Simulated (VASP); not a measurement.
# W3S in VASP: a series of runs

W3S is run at these levels: PBE; tasks: single point.

Everything below comes from runs of VASP 6.6.1. Logs are shortened: lines on timing, memory, paths and dates and some standing lists are left out, and cuts for length are marked.

**1. The cell of the first run**

The cell holds a slab with vacuum, 4 atoms: a = 2.757 Å, b = 2.757 Å, c = 19.856 Å, α = 90.00°, β = 90.00°, γ = 109.47°.

**2. Single point, PBE**

INCAR reads:

```
SYSTEM = W3S
PREC = Accurate
ENCUT = 520
EDIFF = 1E-7
ISMEAR = 0
SIGMA = 0.1
LREAL = .False.
LASPH = .True.
NELM = 100
ALGO = Normal
ISIF = 2
LWAVE = .False.
LCHARG = .False.
LDIPOL = .True.
IDIPOL = 3
DIPOL = 0.5 0.5 0.366
GGA = PE
NBANDS = 32
```

KPOINTS reads:

```
regular mesh
0
Gamma
  10 10 1
  0 0 0
```

POSCAR reads:

```
W3S
1.0
    2.7571643582      0.0000000000      0.0000000000
   -0.9190547861      2.5994794860      0.0000000000
    0.0000000000      0.0000000000     19.8562161274
W S
3 1
Direct
    0.5000000000      0.5000000000      0.2014482505
    0.0000000000      0.0000000000      0.3111437109
    0.5000000000      0.5000000000      0.4208362799
    0.5000000000      0.8333333333      0.5291468464
```

Potentials or basis: VASP PAW PBE potentials, release 64 (W_sv, S).

The run is started by

```bash
cat potpaw_PBE.64/W_sv/POTCAR potpaw_PBE.64/S/POTCAR > POTCAR
mpirun -np 1 vasp_std > vasp.out
```

OUTCAR:

```text
SYSTEM = W3S
   PREC = Accurate
   ENCUT = 520
   EDIFF = 1E-7
   ISMEAR = 0
   LREAL = .False.
   LASPH = .True.
   NELM = 100
   ISIF = 2
   GGA = PE

 ion  position               nearest neighbor table
   1  0.500  0.500  0.201-   2 2.70   2 2.70   2 3.13   2 3.13
   2  0.000  0.000  0.311-   3 2.70   3 2.70   1 2.70   1 2.70   3 3.13   3 3.13   1 3.13   1 3.13

   3  0.500  0.500  0.421-   4 2.34   2 2.70   2 2.70   4 2.83   2 3.13   2 3.13
   4  0.500  0.833  0.529-   3 2.34   3 2.83

  LATTYP: Found a base centered orthorhombic cell.
 ALAT       =     3.1836991688
 B/A-ratio  =     1.4142135624
 C/A-ratio  =     6.2368380537

  Lattice vectors:

 A1 = (   2.7571643582,   0.0000000000,   0.0000000000)
 A2 = (  -0.9190547861,   2.5994794860,   0.0000000000)
 A3 = (   0.0000000000,   0.0000000000,  19.8562161274)

Analysis of symmetry for initial positions (statically):
=====================================================================
 Subroutine PRICEL returns:
 Original cell was already a primitive cell.

 Routine SETGRP: Setting up the symmetry group for a
 base centered orthorhombic supercell.

 Subroutine GETGRP returns: Found  1 space group operations
 (whereof  1 operations were pure point group operations)
 out of a pool of  8 trial point group operations.

The static configuration has the point symmetry C_1 .

Analysis of symmetry for dynamics (positions and initial velocities):
=====================================================================
 Subroutine PRICEL returns:
 Original cell was already a primitive cell.

 Routine SETGRP: Setting up the symmetry group for a
 base centered orthorhombic supercell.

 Subroutine GETGRP returns: Found  1 space group operations
 (whereof  1 operations were pure point group operations)
 out of a pool of  8 trial point group operations.

The dynamic configuration has the point symmetry C_1 .

 Subroutine INISYM returns: Found  1 space group operations
 (whereof  1 operations are pure point group operations),
 and found     1 'primitive' translations

----------------------------------------------------------------------------------------

                                     Primitive cell

  volume of cell :     142.3133

  direct lattice vectors                    reciprocal lattice vectors
     2.757164358  0.000000000  0.000000000     0.362691472  0.128230800  0.000000000
    -0.919054786  2.599479486  0.000000000     0.000000000  0.384692399  0.000000000
     0.000000000  0.000000000 19.856216127     0.000000000  0.000000000  0.050362063

  length of vectors
     2.757164358  2.757164358 19.856216127     0.384692399  0.384692399  0.050362063

  position of ions in fractional coordinates (direct lattice)
     0.500000000  0.500000000  0.201448251
     0.000000000  0.000000000  0.311143711
     0.500000000  0.500000000  0.420836280
     0.500000000  0.833333333  0.529146846

  ion indices of the primitive-cell ions
   primitive index   ion index
                 1           1
                 2           2
                 3           3
                 4           4

----------------------------------------------------------------------------------------

 KPOINTS: regular mesh

Automatic generation of k-mesh.
 Grid dimensions read from file:
 generate k-points for:   10   10    1

 Generating k-lattice:

  Cartesian coordinates                     Fractional coordinates (reciprocal lattice)
     0.036269147  0.012823080  0.000000000     0.100000000  0.000000000  0.000000000
     0.000000000  0.038469240  0.000000000     0.000000000  0.100000000  0.000000000
     0.000000000  0.000000000  0.050362063     0.000000000  0.000000000  1.000000000

  Length of vectors
     0.038469240  0.038469240  0.050362063

  Shift w.r.t. Gamma in fractional coordinates (k-lattice)
     0.000000000  0.000000000  0.000000000

 Subroutine IBZKPT returns following result:
 ===========================================

 Found     52 irreducible k-points:

 Following reciprocal coordinates:
            Coordinates               Weight
  0.000000  0.000000  0.000000      1.000000
  0.100000  0.000000  0.000000      2.000000
  0.000000  0.100000  0.000000      2.000000
  0.200000  0.000000  0.000000      2.000000
  0.000000  0.200000  0.000000      2.000000
  0.300000  0.000000  0.000000      2.000000
[... 16 lines left out ...]
 -0.300000  0.100000  0.000000      2.000000
  0.100000 -0.300000  0.000000      2.000000
 [... further k-points ...]
   k-points           NKPTS =     52   k-points in BZ     NKDIM =     52   number of bands    NBANDS=     32
   number of dos      NEDOS =    301   number of ions     NIONS =      4
   total plane-waves  NPLWV =  86400
   dimension x,y,z NGX =    24 NGY =   24 NGZ =  150
   dimension x,y,z NGXF=    48 NGYF=   48 NGZF=  300
   ions per type =               3   1
   NGX,Y,Z   is equivalent  to a cutoff of  14.47, 14.47, 12.56 a.u.
   NGXF,Y,Z  is equivalent  to a cutoff of  28.94, 28.94, 25.12 a.u.
 SYSTEM =  W3S
   PREC   = accura    normal or accurate (medium, high low for compatibility)
   ISTART =      0    job   : 0-new  1-cont  2-samecut
   ICHARG =      2    charge: 1-file 2-atom 10-const
   ISPIN  =      1    spin polarized calculation?
   LNONCOLLINEAR =      F non collinear calculations
   LSORBIT =      F    spin-orbit coupling
   LASPH  =      T    aspherical Exc in radial PAW
   ENCUT  =  520.0 eV  38.22 Ry    6.18 a.u.   5.13  5.13 36.92*2*pi/ulx,y,z
   NELM   =    100;   NELMIN=  2; NELMDL= -5     # of ELM steps
   EDIFF  = 0.1E-06   stopping-criterion for ELM
   LREAL  =      F    real-space projection
   EDIFFG = 0.1E-05   stopping-criterion for IOM
   NSW    =      0    number of steps for IOM
   IBRION =     -1    ionic relax: 0-MD 1-quasi-New 2-CG
   NFREE  =      0    steps in history (QN), initial steepest desc. (CG)
   ISIF   =      2    stress and relaxation
   ISYM   =      2    0-nonsym 1-usesym 2-fastsym
   POTIM  = 0.5000    time-step for ionic-motion
   TEBEG  =    0.0;   TEEND  =   0.0 temperature during run
   PSTRESS=    0.0 pullay stress
   NELECT =      48.0000    total number of electrons
   NUPDOWN=      -1.0000    fix difference up-down
   EMIN   =  10.00;   EMAX   =-10.00  energy-range for DOS
   EFERMI =   0.00;   METHOD = LEGACY
   ISMEAR =     0;   SIGMA  =   0.10  broadening in eV -4-tet -1-fermi 0-gaus
   EFERMI_NEDOS =   21; number of points for ismear=-14 and -15
   IALGO  =     38    algorithm
   IMIX   =      4    mixing-type and parameters
     AMIX     =   0.40;   BMIX     =  1.00
     AMIX_MAG =   1.60;   BMIX_MAG =  1.00
  volume/ion in A,a.u.               =      35.58       240.09
  Fermi-wavevector in a.u.,A,eV,Ry     =   1.139568  2.153470 17.668718  1.298614
  Thomas-Fermi vector in A             =   2.276271
   LORBIT       =      0    0 simple, 1 ext, 2 COOP (PROOUT), +10 PAW based schemes
   GGA     = PE    functional components
   LHFCALC =     F    Hartree Fock is set to
   AEXX    =    0.0000 exact exchange contribution
   IVDW    =     0    specifies the selected vdW correction
   LEPSILON=     F    determine dielectric tensor
   LRPA    =     F    only Hartree local field effects (RPA)
 non-spin polarized calculation
 Gauss-broadening in eV      SIGMA  =   0.10
  energy-cutoff  :      520.00
  volume of cell :      142.31
 maximum number of plane-waves:      3862
 NGX is ok and might be reduce to    24
   NGX = 11   NGY = 11   NGZ = 73

 dipolmoment           0.000000      0.000000      0.320001 electrons x Angstroem

 number of electron      47.9999999 magnetization

 dipolmoment           0.000000      0.000000     -0.005032 electrons x Angstroem

 Free energy of the ion-electron system (eV)
  ---------------------------------------------------
  ext. energy  EPLUGINS =         0.00000000
  ---------------------------------------------------
  free energy    TOTEN  =       -40.68058265 eV

  energy without entropy =      -40.66326739  energy(sigma->0) =      -40.67192502

 E-fermi :   2.0549     XC(G=0):  -6.6485

 val. band max:        2.0479056653   @ k =   0.0000   0.2000   0.0000
 cond. band min:       2.0605922258   @ k =   0.2000   0.5000   0.0000
 fundamental gap:      0.0126865605
 Fermi energy:         2.0548731571

 k-point     1 :       0.0000    0.0000    0.0000
  band No.  band energies     occupation
      1     -72.2180      2.00000
      2     -72.0557      2.00000
      3     -71.9202      2.00000
      4     -36.8953      2.00000
      5     -36.4365      2.00000
      6     -36.1368      2.00000
[... 24 lines left out ...]
     31       4.7134      0.00000
     32       4.7961      0.00000

 k-point     2 :       0.1000    0.0000    0.0000
  band No.  band energies     occupation
      1     -72.2112      2.00000
      2     -72.0496      2.00000
      3     -71.9155      2.00000
      4     -36.8695      2.00000
      5     -36.4595      2.00000
      6     -36.1454      2.00000
[... 24 lines left out ...]
     31       4.5850      0.00000
     32       4.8924      0.00000

 k-point     3 :       0.0000    0.1000    0.0000
  band No.  band energies     occupation
      1     -72.2111      2.00000
      2     -72.0496      2.00000
      3     -71.9155      2.00000
      4     -36.8693      2.00000
      5     -36.4608      2.00000
      6     -36.1787      2.00000
[... 24 lines left out ...]
     31       4.6093      0.00000
     32       4.9311      0.00000

 k-point     4 :       0.2000    0.0000    0.0000
  band No.  band energies     occupation
      1     -72.1932      2.00000
      2     -72.0334      2.00000
      3     -71.9034      2.00000
      4     -36.8045      2.00000
      5     -36.5450      2.00000
      6     -36.2450      2.00000
[... 654 lines left out ...]
     31       5.8863      0.00000
     32       6.2717      0.00000

 k-point    23 :      -0.3000    0.1000    0.0000
  band No.  band energies     occupation
      1     -72.1703      2.00000
      2     -72.0111      2.00000
      3     -71.8831      2.00000
      4     -36.7603      2.00000
      5     -36.6273      2.00000
      6     -36.4339      2.00000
[... 24 lines left out ...]
     31       4.8993      0.00000
     32       5.1787      0.00000

 k-point    24 :       0.1000   -0.3000    0.0000
  band No.  band energies     occupation
      1     -72.1698      2.00000
      2     -72.0110      2.00000
      3     -71.8831      2.00000
      4     -36.7740      2.00000
      5     -36.6634      2.00000
      6     -36.5136      2.00000
[... 24 lines left out ...]
     31       4.8884      0.00000
     32       5.1905      0.00000

 [... further k-points ...]

------------------------ aborting loop because EDIFF is reached ----------------------------------------

 vacuum level on the upper side and lower side of the slab       (xc-potential included)        -0.173        -0.100

  FORCE on cell =-STRESS in cart. coord.  units (eV):
  Direction    XX          YY          ZZ          XY          YZ          ZX
  --------------------------------------------------------------------------------------
  -------------------------------------------------------------------------------------
  Total       -0.2768762     -0.1613746      1.1321979      0.1844808      1.3560618     -0.8142937
  in kB       -3.1170995     -1.8167711     12.7463952      2.0769025     15.2666774     -9.1673989
  external PRESSURE =       2.6041749 kB  Pullay stress =       0.0000000 kB

 VOLUME and BASIS-vectors are now :
 -----------------------------------------------------------------------------
  energy-cutoff  :      520.00
  volume of cell :      142.31
      direct lattice vectors                 reciprocal lattice vectors
     2.757164358  0.000000000  0.000000000     0.362691472  0.128230800  0.000000000
    -0.919054786  2.599479486  0.000000000     0.000000000  0.384692399  0.000000000
     0.000000000  0.000000000 19.856216127     0.000000000  0.000000000  0.050362063

 POSITION                                       TOTAL-FORCE (eV/Angst)
 -----------------------------------------------------------------------------------
      0.91905      1.29974      4.00000        -0.004677      0.035853      0.030728
      0.00000      0.00000      6.17814         0.057214     -0.158359     -0.593458
      0.91905      1.29974      8.35622         0.277644     -0.420443      0.555149
      0.61270      2.16623     10.50685        -0.330180      0.542949      0.007582
 -----------------------------------------------------------------------------------
    total drift:                               -0.000004      0.000029      0.000349

  FREE ENERGIE OF THE ION-ELECTRON SYSTEM (eV)
  ---------------------------------------------------
  free  energy   TOTEN  =       -40.6805826479 eV

  energy  without entropy=      -40.6632673884  energy(sigma->0) =      -40.67192502

 vacuum level on the upper side and lower side of the slab         6.719         6.797
```

Wall time 9.4 min (1 thread of Intel Xeon 8259CL, shared host); peak memory 0.39 GiB.

Results:

```
Free energy            : -40.6806 eV
Largest force          : 0.750 eV/Å
Band gap on the k mesh : zero (bands 24 and 25 overlap by 1.40 eV)
```

Forces in eV/Å, atoms in the order of the input:
```
W   -0.005  0.036  0.031
W    0.057 -0.158 -0.593
W    0.278 -0.420  0.555
S   -0.330  0.543  0.008
```

Caveat: spin-orbit coupling is left out, which moves the levels of the heavy elements.

**3. Single point, PBE**

INCAR reads:

```
SYSTEM = W3S
  ALGO = Normal
  DIPOL = 0.5 0.5 0.368
  EDIFF = 1E-7
  ENCUT = 520
  GGA = PE
  IDIPOL = 3
  ISIF = 2
  ISMEAR = 0
  LASPH = .TRUE.
  LCHARG = .TRUE.
  LDIPOL = .TRUE.
  LELF = .TRUE.
  LREAL = .FALSE.
  LVACPOTAV = .TRUE.
  LVHAR = .TRUE.
  LWAVE = .FALSE.
  NBANDS = 32
  NELM = 100
  PREC = Accurate
  SIGMA = 0.1
```

KPOINTS reads:

```
k-points
0
G
  10 10 1
  0 0 0
```

POSCAR: that of step 2 with these lines changed.

```diff
@@ -11,2 +11,2 @@
     0.5000000000      0.5000000000      0.4208362799
-    0.5000000000      0.8333333333      0.5291468464
+    0.5000000000      0.6666666667      0.5381240704
```

Potentials or basis: VASP PAW PBE potentials, release 64 (W_sv, S).

The run is started by

```bash
cat potpaw_PBE.64/W_sv/POTCAR potpaw_PBE.64/S/POTCAR > POTCAR
mpirun -np 1 vasp_std > vasp.out
```

Run time: 9.2 min. Hardware: 1 thread of Intel Xeon 8259CL, shared host; peak memory 0.39 GiB.

The run converged. Its results:

```yaml
Free_energy: -40.5094 eV
Largest_force: 0.786 eV/Å
Band_gap_on_the_k_mesh: zero (bands 24 and 25 overlap by 1.73 eV)
```

Forces on the atoms (eV/Å):
```
W    0.010  0.064  0.069
W   -0.011 -0.252 -0.745
W    0.286  0.138  0.670
S   -0.284  0.051  0.006
```

Levels at points of the mesh, in eV from the Fermi level:
| k point | band 22 | band 23 | band 24 | band 25 | band 26 | band 27 |
| --- | --- | --- | --- | --- | --- | --- |
| (0.00, 0.00, 0.00) | -1.02 | -0.67 | 0.29 | 1.11 | 1.74 | 1.82 |
| (0.50, 0.00, 0.00) | -1.03 | 0.09 | 1.12 | 1.40 | 1.77 | 2.21 |
| (0.00, 0.50, 0.00) | -1.05 | 0.33 | 0.86 | 1.42 | 1.84 | 2.21 |
| (0.50, 0.50, 0.00) | -1.87 | 0.12 | 0.50 | 1.26 | 1.84 | 2.40 |

Caveat: spin-orbit coupling is left out, which moves the levels of the heavy elements.

**4. Single point, PBE**

INCAR reads:

```
SYSTEM = W3S
PREC = Accurate ; ENCUT = 520
EDIFF = 1E-6 ; ISMEAR = 0
SIGMA = 0.1 ; LREAL = .False.
LASPH = .True. ; NELM = 80
ALGO = Normal ; ISIF = 2
LWAVE = .False. ; LCHARG = .False.
LDIPOL = .True. ; IDIPOL = 3
DIPOL = 0.5 0.5 0.366 ; GGA = PE
NBANDS = 32
```

KPOINTS reads:

```
Automatic mesh
0
Gamma
  10 10 1
  0 0 0
```

POSCAR: that of step 3 with these lines changed.

```diff
@@ -11,2 +11,2 @@
     0.5000000000      0.5000000000      0.4208362799
-    0.5000000000      0.6666666667      0.5381240704
+    0.6666666667      0.8333333333      0.5299778273
```

The run is started by

```bash
cat potpaw_PBE.64/W_sv/POTCAR potpaw_PBE.64/S/POTCAR > POTCAR
mpirun -np 1 vasp_std > vasp.out
```

Wall time 6.3 min (1 thread of Intel Xeon Platinum 8488C (Sapphire Rapids), shared host); peak memory 0.37 GiB.

Results (log left out):

- Free energy: -40.4938 eV
- Largest force: 0.859 eV/Å
- Band gap on the k mesh: zero (bands 24 and 25 overlap by 1.60 eV)

Forces in eV/Å, atoms in the order of the input:
```
W    0.060  0.093  0.059
W   -0.203 -0.384 -0.669
W    0.552 -0.221  0.620
S   -0.408  0.512 -0.009
```

Levels at points of the mesh, in eV from the Fermi level:
```csv
k point,band 22,band 23,band 24,band 25,band 26,band 27
"(0.00, 0.00, 0.00)",-1.15,-0.75,0.16,0.97,1.40,1.77
"(0.50, 0.00, 0.00)",-1.32,0.22,1.12,1.43,1.57,1.95
"(0.00, 0.50, 0.00)",-1.30,0.29,0.76,1.49,2.08,2.21
"(0.50, 0.50, 0.00)",-1.71,-0.26,0.58,1.29,1.73,2.30
```

Caveat: spin-orbit coupling is left out, which moves the levels of the heavy elements.

**5. The runs side by side**

```tsv
cell	gap on the mesh (eV)	largest force (eV/Å)
as given, atomic positions A	none	0.75
as given, atomic positions B	none	0.79
as given, atomic positions C	none	0.86
```

Alike in all rows: task single point; level PBE; potentials or basis VASP PAW PBE potentials, release 64 (W_sv, S); no spin polarisation; k mesh 10 × 10 × 1; cutoff (eV) 520; smearing gaussian 0.1 eV.

Caveats: spin-orbit coupling is left out, which moves the levels of the heavy elements.

Total energies depend on the potentials used, so only differences within one code and one set of settings carry meaning.
